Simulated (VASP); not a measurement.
# Dy2BiP3 (P6/mmm) in VASP: notebook

Runs on Dy2BiP3. Level: PBE. Tasks: single point, relaxation of cell and atoms.

Program: VASP 6.6.1. These are calculated values, not measurements. Logs are shortened: lines on timing, memory, paths and dates and some standing lists are left out, and cuts for length are marked.

### Step 1. The cell of the first run

The structure is hexagonal, space group P6/mmm (No. 191). Conventional cell: a = 5.143 Å, b = 5.143 Å, c = 10.955 Å, α = 90.00°, β = 90.00°, γ = 120.00°. Dy (site symmetry -6m2) has 3 P at 1.48 Å within 2.0 Å. P (site symmetry mmm) has 2 Dy at 1.48 Å within 2.0 Å.

The cell was generated, and may not be a known phase.

### Step 2. Single point, PBE

INCAR

```
  PREC = Accurate
  ENCUT = 520
  EDIFF = 1E-7
  ISMEAR = 0
  SIGMA = 0.1
  LREAL = False
  LASPH = True
  NELM = 100
  ALGO = Normal
  ISIF = 2
  LWAVE = False
  LCHARG = False
  GGA = PE
  NBANDS = 44
```

KPOINTS

```
Automatic mesh
0
Gamma
  6 6 2
```

POSCAR

```
Dy2BiP3
1.0
    5.1431082200      0.0000000000      0.0000000000
   -2.5715541100      4.4540623800      0.0000000000
    0.0000000000      0.0000000000     10.9553396200
Dy Bi P
2 1 3
Direct
    0.3333333300      0.6666666700      0.5000000000
    0.6666666700      0.3333333300      0.5000000000
    0.0000000000      0.0000000000      0.0000000000
    0.5000000000      0.0000000000      0.5000000000
    0.0000000000      0.5000000000      0.5000000000
    0.5000000000      0.5000000000      0.5000000000
```

Potentials or basis: VASP PAW PBE potentials, release 64 (Dy, Bi_d, P).

Started as:

```
> cat potpaw_PBE.64/Dy/POTCAR potpaw_PBE.64/Bi_d/POTCAR potpaw_PBE.64/P/POTCAR > POTCAR
> mpirun -np 1 vasp_std > vasp.out
```

OUTCAR:

```text
PREC = Accurate
   ENCUT = 520
   EDIFF = 1E-7
   ISMEAR = 0
   LREAL = False
   LASPH = True
   NELM = 100
   ISIF = 2
   GGA = PE

 ion  position               nearest neighbor table
   1  0.333  0.667  0.500-   5 1.48   4 1.48   6 1.48   2 2.97   2 2.97   2 2.97
   2  0.667  0.333  0.500-   5 1.48   4 1.48   6 1.48   1 2.97   1 2.97   1 2.97
   3  0.000  0.000  0.000-
   4  0.500  0.000  0.500-   1 1.48   2 1.48   5 2.57   6 2.57   6 2.57   5 2.57
   5  0.000  0.500  0.500-   1 1.48   2 1.48   6 2.57   6 2.57   4 2.57   4 2.57
   6  0.500  0.500  0.500-   1 1.48   2 1.48   5 2.57   5 2.57   4 2.57   4 2.57

 -----------------------------------------------------------------------------
|                                                                             |
|           W    W    AA    RRRRR   N    N  II  N    N   GGGG   !!!           |
|           W    W   A  A   R    R  NN   N  II  NN   N  G    G  !!!           |
|           W    W  A    A  R    R  N N  N  II  N N  N  G       !!!           |
|           W WW W  AAAAAA  RRRRR   N  N N  II  N  N N  G  GGG   !            |
|           WW  WW  A    A  R   R   N   NN  II  N   NN  G    G                |
|           W    W  A    A  R    R  N    N  II  N    N   GGGG   !!!           |
|                                                                             |
|     The distance between some ions is very small. Please check the          |
|     nearest-neighbor list in the OUTCAR file.                               |
|     I HOPE YOU KNOW WHAT YOU ARE DOING!                                     |
|                                                                             |
 -----------------------------------------------------------------------------

  LATTYP: Found a hexagonal cell.
 ALAT       =     5.1431082200
 C/A-ratio  =     2.1301009334

  Lattice vectors:

 A1 = (   5.1431082200,   0.0000000000,   0.0000000000)
 A2 = (  -2.5715541100,   4.4540623800,   0.0000000000)
 A3 = (   0.0000000000,   0.0000000000,  10.9553396200)

Analysis of symmetry for initial positions (statically):
=====================================================================
 Subroutine PRICEL returns:
 Original cell was already a primitive cell.

 Routine SETGRP: Setting up the symmetry group for a
 hexagonal supercell.

 Subroutine GETGRP returns: Found 24 space group operations
 (whereof 24 operations were pure point group operations)
 out of a pool of 24 trial point group operations.

[... 114 lines left out ...]
   NSW    =      0    number of steps for IOM
   IBRION =     -1    ionic relax: 0-MD 1-quasi-New 2-CG
   NFREE  =      0    steps in history (QN), initial steepest desc. (CG)
   ISIF   =      2    stress and relaxation
   ISYM   =      2    0-nonsym 1-usesym 2-fastsym
   POTIM  = 0.5000    time-step for ionic-motion
   TEBEG  =    0.0;   TEEND  =   0.0 temperature during run
   PSTRESS=    0.0 pullay stress
   NELECT =      70.0000    total number of electrons
   NUPDOWN=      -1.0000    fix difference up-down
   EMIN   =  10.00;   EMAX   =-10.00  energy-range for DOS
   EFERMI =   0.00;   METHOD = LEGACY
   ISMEAR =     0;   SIGMA  =   0.10  broadening in eV -4-tet -1-fermi 0-gaus
   EFERMI_NEDOS =   21; number of points for ismear=-14 and -15
   IALGO  =     38    algorithm
   IMIX   =      4    mixing-type and parameters
     AMIX     =   0.40;   BMIX     =  1.00
     AMIX_MAG =   1.60;   BMIX_MAG =  1.00
  volume/ion in A,a.u.               =      41.83       282.26
  Fermi-wavevector in a.u.,A,eV,Ry     =   1.069641  2.021329 15.566874  1.144133
  Thomas-Fermi vector in A             =   2.205327
   LORBIT       =      0    0 simple, 1 ext, 2 COOP (PROOUT), +10 PAW based schemes
   GGA     = PE    functional components
   LHFCALC =     F    Hartree Fock is set to
   AEXX    =    0.0000 exact exchange contribution
   IVDW    =     0    specifies the selected vdW correction
   LEPSILON=     F    determine dielectric tensor
   LRPA    =     F    only Hartree local field effects (RPA)
 non-spin polarized calculation
 Gauss-broadening in eV      SIGMA  =   0.10
  energy-cutoff  :      520.00
  volume of cell :      250.96
 maximum number of plane-waves:      6797
 NGX is ok and might be reduce to    40
   NGX = 19   NGY = 19   NGZ = 41

 number of electron      70.0000002 magnetization

 Free energy of the ion-electron system (eV)
  ---------------------------------------------------
  ext. energy  EPLUGINS =         0.00000000
  ---------------------------------------------------
  free energy    TOTEN  =        68.56213056 eV

  energy without entropy =       68.72119004  energy(sigma->0) =       68.64166030

 E-fermi :   0.1071     XC(G=0):  -6.3418

 val. band max:        0.1012898161   @ k =   0.3333   0.0000   0.0000
 cond. band min:       0.1189511021   @ k =   0.3333   0.1667   0.5000
 fundamental gap:      0.0176612860
 Fermi energy:         0.1070569869

 k-point     1 :       0.0000    0.0000    0.0000
  band No.  band energies     occupation
      1     -47.6739      2.00000
      2     -46.9634      2.00000
      3     -27.3075      2.00000
      4     -27.3075      2.00000
      5     -25.4607      2.00000
      6     -25.4607      2.00000
[... 647 lines left out ...]
     43       2.0639      0.00000
     44       2.4902      0.00000

------------------------ aborting loop because EDIFF is reached ----------------------------------------

  FORCE on cell =-STRESS in cart. coord.  units (eV):
  Direction    XX          YY          ZZ          XY          YZ          ZX
  --------------------------------------------------------------------------------------
  -------------------------------------------------------------------------------------
  Total      235.3004251    235.3004258     -1.4874813      0.0000000     -0.0000000      0.0000000
  in kB     1502.1921595   1502.1921643     -9.4962971      0.0000000     -0.0000000      0.0000000
  external PRESSURE =     998.2960089 kB  Pullay stress =       0.0000000 kB

 VOLUME and BASIS-vectors are now :
 -----------------------------------------------------------------------------
  energy-cutoff  :      520.00
  volume of cell :      250.96
      direct lattice vectors                 reciprocal lattice vectors
     5.143108220  0.000000000  0.000000000     0.194434952  0.112257072  0.000000000
    -2.571554110  4.454062380  0.000000000     0.000000000  0.224514143  0.000000000
     0.000000000  0.000000000 10.955339620     0.000000000  0.000000000  0.091279690

 POSITION                                       TOTAL-FORCE (eV/Angst)
 -----------------------------------------------------------------------------------
     -0.00000      2.96937      5.47767        -0.000000      0.000000      0.000000
      2.57155      1.48469      5.47767         0.000000     -0.000000      0.000000
      0.00000      0.00000      0.00000         0.000000      0.000000      0.000000
      2.57155      0.00000      5.47767         0.000000      0.000000      0.000000
     -1.28578      2.22703      5.47767         0.000000      0.000000      0.000000
      1.28578      2.22703      5.47767         0.000000      0.000000      0.000000
 -----------------------------------------------------------------------------------
    total drift:                                0.000000      0.000000      0.000000

  FREE ENERGIE OF THE ION-ELECTRON SYSTEM (eV)
  ---------------------------------------------------
  free  energy   TOTEN  =        68.5621305592 eV

  energy  without entropy=       68.7211900379  energy(sigma->0) =       68.64166030
```

OSZICAR:

```text
N       E                     dE             d eps       ncg     rms          rms(c)
DAV:   1     0.104761573735E+04    0.10476E+04   -0.28247E+04  1788   0.779E+03
DAV:   2     0.286011983187E+03   -0.76160E+03   -0.72516E+03  1960   0.146E+03
DAV:   3     0.755042613244E+02   -0.21051E+03   -0.20506E+03  1748   0.348E+02
[... 13 lines left out ...]
DAV:  90     0.685621285379E+02    0.25675E-05   -0.16173E-06  1968   0.356E-02    0.843E-02
DAV:  91     0.685621281085E+02   -0.42941E-06   -0.94713E-07  1432   0.137E-02    0.741E-02
DAV:  92     0.685621297729E+02    0.16643E-05   -0.11146E-06  1120   0.273E-02    0.532E-02
DAV:  93     0.685621305251E+02    0.75226E-06   -0.12446E-06  1616   0.282E-02    0.329E-02
DAV:  94     0.685621305592E+02    0.34066E-07   -0.70414E-07  1564   0.152E-02
   1 F= 0.68562131E+02 E0= 0.68641660E+02  d E =-.159059E+00
```

It took 15 min on 1 thread of Intel Xeon 6975P-C (Granite Rapids), shared host; peak memory 0.44 GiB.

What came out:

```yaml
Free_energy: 68.5621 eV
Pressure: 99.8 GPa
Band_gap_on_the_k_mesh: zero (bands 35 and 36 overlap by 0.58 eV)
```

Caveat: atoms lie so close that the PAW spheres overlap strongly, which falsifies energies and pressures; the stress differs along the axes, from -1 to 150 GPa; spin-orbit coupling is left out, which moves the levels of the heavy elements; semilocal functionals describe open f shells poorly, which spoils levels, moments and volumes. Spin polarisation is off, so any magnetic state and its effect on volume and gap are missing.

### Step 3. Relaxation of cell and atoms, PBE

This run uses another cell than the first one, of 35.56 Å³/atom.

INCAR

```
PREC = Accurate
ENCUT = 500
EDIFF = 1E-7
ISMEAR = 0
SIGMA = 0.1
LREAL = False
LASPH = True
NELM = 200
ALGO = Normal
ISIF = 3
LWAVE = False
LCHARG = False
GGA = PE
IBRION = 2
NSW = 100
EDIFFG = -0.01
GGA_COMPAT = False
NELMIN = 4
LMAXMIX = 6
```

KPOINTS

```
regular mesh
0
Gamma
  6 6 14
```

POSCAR

```
Dy2BiP3
1.0
    9.2687434455      0.0000000000      0.0000000000
   -4.6343717228      8.0269672850      0.0000000000
    0.0000000000      0.0000000000      2.8680182449
Dy Bi P
2 1 3
Direct
    0.3333333333      0.6666666667      0.5000000000
    0.6666666667      0.3333333333      0.5000000000
    0.0000000000      0.0000000000      0.0000000000
    0.5000000000      0.0000000000      0.5000000000
    0.0000000000      0.5000000000      0.5000000000
    0.5000000000      0.5000000000      0.5000000000
```

Potentials or basis: VASP PAW PBE potentials, release 64 (Dy_3, Bi_d, P), 4f in core.

Started as:

```
> cat potpaw_PBE.64/Dy_3/POTCAR potpaw_PBE.64/Bi_d/POTCAR potpaw_PBE.64/P/POTCAR > POTCAR
> mpirun -np 1 vasp_std > vasp.out
```

It took 4.2 min on 1 thread of Intel Xeon 6975P-C (Granite Rapids), shared host; peak memory 0.56 GiB.

The run converged. Its results:

```
Free energy                           : -26.3486 eV
Relaxed volume                        : 35.59 Å³/atom
Relaxed cell                          : a = 9.277 Å, b = 9.277 Å, c = 2.865 Å, α = 90.00°, β = 90.00°, γ = 120.00°
Space group after relaxing (to 0.1 Å) : P6/mmm (No. 191)
Energy gained by relaxing             : 0.0 meV/atom
Ionic steps                           : 2
Pressure after relaxing               : 0.0 GPa
Band gap on the k mesh                : zero (bands 24 and 25 overlap by 1.12 eV)
```

Step by step:
```tsv
step	energy change (eV)	largest force (eV/Å)	pressure (GPa)	volume (Å³)
1	0.0000	0.0000	0.02	213.38
2	-0.0001	0.0000	-0.02	213.54
```

Final structure:
```
Dy Bi P
1.0
     9.27656    0.00000    0.00000
    -4.63828    8.03374    0.00000
     0.00000    0.00000    2.86529
Dy Bi P
2 1 3
Cartesian
  0.0000 5.3558 1.4326
  4.6383 2.6779 1.4326
  0.0000 0.0000 2.8653
  4.6383 0.0000 1.4326
  -2.3191 4.0169 1.4326
  2.3191 4.0169 1.4326
```

Levels at points of the mesh, in eV from the Fermi level:
```
           k point  band 20  band 21  band 22  band 23  band 24  band 25  band 26  band 27  band 28
(0.00, 0.00, 0.00)    -2.15    -1.19    -1.05    -0.86    -0.86    -0.85     1.53     1.53     2.84
(0.50, 0.00, 0.00)    -2.13    -1.58    -1.45    -1.00    -0.95    -0.91     1.85     2.96     3.28
(0.00, 0.00, 0.50)    -1.68    -0.72    -0.72    -0.31    -0.31     0.39     0.39     0.90     1.67
(0.50, 0.00, 0.50)    -1.33    -0.93    -0.59    -0.26     0.14     0.24     0.26     0.69     0.73
```

Caveat: spin-orbit coupling is left out, which moves the levels of the heavy elements; the 4f electrons are frozen in the core, so they carry no moment and show no levels.

The gap in the log of VASP goes by the Fermi energy; the results here count the filled bands.